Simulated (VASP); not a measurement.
# W in VASP: notebook, part 2 of 2

VASP 6.6.1. Earlier steps stand in the parts before.

## Step 5: Single point, PBEsol

The input, INCAR:

```
PREC     = Accurate       # precision mode
ENCUT    = 520            # plane-wave cutoff, eV
EDIFF    = 1E-6           # SCF threshold, eV
ISMEAR   = 1              # smearing method
SIGMA    = 0.2            # smearing width, eV
LREAL    = F              # projectors in reciprocal space
LASPH    = T              # aspherical terms in the spheres
NELM     = 100            # most SCF steps
ALGO     = Normal         # electronic algorithm
ISIF     = 2              # what is computed and relaxed
LWAVE    = F              # write WAVECAR
LCHARG   = T              # write CHGCAR
LDIPOL   = T            
IDIPOL   = 3            
DIPOL    = 0.5 0.5 0.500
GGA      = PS             # functional
LELF     = T              # ELF
LVHAR    = T            
LVACPOTAV= T            
NBANDS   = 43             # bands
```

The input, KPOINTS:

```
Automatic mesh
0
Gamma
  13 13 1
```

The input, POSCAR:

```
W
1.0
    2.7317561333      0.0000000000      0.0000000000
   -0.9105853778      2.5755243819      0.0000000000
    0.0000000000      0.0000000000     23.9218781711
W
5
Direct
    0.5000000000      0.5000000000      0.3135205332
    0.0000000000      0.0000000000      0.4067602666
    0.5000000000      0.5000000000      0.5000000000
    0.0000000000      0.0000000000      0.5932397334
    0.5000000000      0.5000000000      0.6864794668
```

Potentials or basis: VASP PAW PBE potentials, release 64 (W_sv).

Run with:

```bash
$ cat potpaw_PBE.64/W_sv/POTCAR > POTCAR
$ mpirun -np 1 vasp_std > vasp.out
```

OUTCAR:

```text
PREC = Accurate
   ENCUT = 520
   EDIFF = 1E-6
   ISMEAR = 1
   LREAL = F
   LASPH = T
   NELM = 100
   ISIF = 2
   GGA = PS

 ion  position               nearest neighbor table
   1  0.500  0.500  0.314-   2 2.73   2 2.73   2 3.15   2 3.15
   2  0.000  0.000  0.407-   3 2.73   3 2.73   1 2.73   1 2.73   3 3.15   3 3.15   1 3.15   1 3.15

   3  0.500  0.500  0.500-   2 2.73   4 2.73   2 2.73   4 2.73   2 3.15   4 3.15   2 3.15   4 3.15

   4  0.000  0.000  0.593-   3 2.73   3 2.73   5 2.73   5 2.73   3 3.15   3 3.15   5 3.15   5 3.15

   5  0.500  0.500  0.686-   4 2.73   4 2.73   4 3.15   4 3.15

  LATTYP: Found a base centered orthorhombic cell.
 ALAT       =     3.1543602778
 B/A-ratio  =     1.4142135624
 C/A-ratio  =     7.5837494972

  Lattice vectors:

 A1 = (   2.7317561333,   0.0000000000,   0.0000000000)
 A2 = (  -0.9105853778,   2.5755243819,   0.0000000000)
 A3 = (   0.0000000000,   0.0000000000,  23.9218781711)

Analysis of symmetry for initial positions (statically):
=====================================================================
[... 178 lines left out ...]
  free energy    TOTEN  =       -65.82716950 eV

  energy without entropy =      -65.82859753  energy(sigma->0) =      -65.82764551

 E-fermi :   2.7486     XC(G=0):  -7.3471

 val. band max:        2.7396485685   @ k =  -0.1538   0.1538   0.0000
 cond. band min:       2.7518787067   @ k =   0.4615   0.2308   0.0000
 fundamental gap:      0.0122301382
 Fermi energy:         2.7486397785

 k-point     1 :       0.0000    0.0000    0.0000
  band No.  band energies     occupation
      1     -71.4434      2.00000
      2     -71.4148      2.00000
      3     -71.3318      2.00000
      4     -71.2304      2.00000
      5     -71.2296      2.00000
      6     -36.2223      2.00000
[... 1093 lines left out ...]
     42       5.6219     -0.00000
     43       5.9819     -0.00000

 [... further k-points ...]
[... 5 lines left out ...]
  --------------------------------------------------------------------------------------
  -------------------------------------------------------------------------------------
  Total       -5.1657332     -5.6210203     -2.7140596     -0.6438732      0.0000000      0.0000000
  in kB      -49.1744698    -53.5085113    -25.8361080     -6.1292602      0.0000000      0.0000000
  external PRESSURE =     -42.8396964 kB  Pullay stress =       0.0000000 kB

 VOLUME and BASIS-vectors are now :
 -----------------------------------------------------------------------------
  energy-cutoff  :      520.00
  volume of cell :      168.31
      direct lattice vectors                 reciprocal lattice vectors
     2.731756133  0.000000000  0.000000000     0.366064887  0.129423482  0.000000000
    -0.910585378  2.575524382  0.000000000     0.000000000  0.388270446  0.000000000
     0.000000000  0.000000000 23.921878171     0.000000000  0.000000000  0.041802738

 POSITION                                       TOTAL-FORCE (eV/Angst)
 -----------------------------------------------------------------------------------
      0.91059      1.28776      7.50000        -0.000000     -0.000000      0.626669
      0.00000      0.00000      9.73047        -0.000000     -0.000000     -0.658593
      0.91059      1.28776     11.96094        -0.000000      0.000000      0.000000
      0.00000      0.00000     14.19141        -0.000000      0.000000      0.658593
      0.91059      1.28776     16.42188         0.000000      0.000000     -0.626669
 -----------------------------------------------------------------------------------
    total drift:                               -0.000000      0.000000     -0.000000

  FREE ENERGIE OF THE ION-ELECTRON SYSTEM (eV)
  ---------------------------------------------------
  free  energy   TOTEN  =       -65.8271694957 eV

  energy  without entropy=      -65.8285975345  energy(sigma->0) =      -65.82764551

 vacuum level on the upper side and lower side of the slab         7.740         7.740
```

OSZICAR:

```text
N       E                     dE             d eps       ncg     rms          rms(c)
DAV:   1     0.900595603492E+03    0.90060E+03   -0.44530E+04  4862   0.166E+03
DAV:   2    -0.296203219837E+02   -0.93022E+03   -0.91394E+03  4766   0.531E+02
DAV:   3    -0.683465352159E+02   -0.38726E+02   -0.37672E+02  5148   0.110E+02
[... 18 lines left out ...]
DAV:  22    -0.658271576004E+02   -0.11132E-04   -0.53646E-07  2774   0.385E-03    0.128E-03
DAV:  23    -0.658271665476E+02   -0.89472E-05   -0.34414E-07  2709   0.283E-03    0.950E-04
DAV:  24    -0.658271680964E+02   -0.15488E-05   -0.63898E-08  2443   0.177E-03    0.613E-04
DAV:  25    -0.658271693527E+02   -0.12563E-05   -0.62887E-08  2465   0.997E-04    0.284E-04
DAV:  26    -0.658271694957E+02   -0.14302E-06   -0.11617E-08  2383   0.404E-04
   1 F= -.65827169E+02 E0= -.65827646E+02  d E =0.142804E-02
```

stdout:

```text
POSCAR found type information on POSCAR W
 POSCAR found :  1 types and       5 ions
 scaLAPACK will be used
 -----------------------------------------------------------------------------
[... 23 lines left out ...]
|     Did not find any points to average over, which means that no vacuum     |
|     field-free region was found. Please increase the size of  your cell     |
|     in the dimension of the dipole correction to obtain accurate            |
|     workfunction values.                                                    |
|                                                                             |
 -----------------------------------------------------------------------------
```

It took 12 min on 1 thread of AMD EPYC 7R43 (Zen 3), shared host; peak memory 0.37 GiB.

Results:

```yaml
Free_energy: -65.8272 eV
Largest_force: 0.659 eV/Å
Band_gap_on_the_k_mesh: zero (band 35 reaches 3.76 eV, above the bottom of band 36 at 1.96 eV)
```

Forces in eV/Å, atoms in the order of the input:
```
W    0.000  0.000  0.627
W    0.000  0.000 -0.659
W    0.000  0.000  0.000
W    0.000  0.000  0.659
W    0.000  0.000 -0.627
```

Caveat: the PAW data sets were made with another functional, which shifts forces and pressure a little; spin-orbit coupling is left out, which moves the levels of the heavy elements.
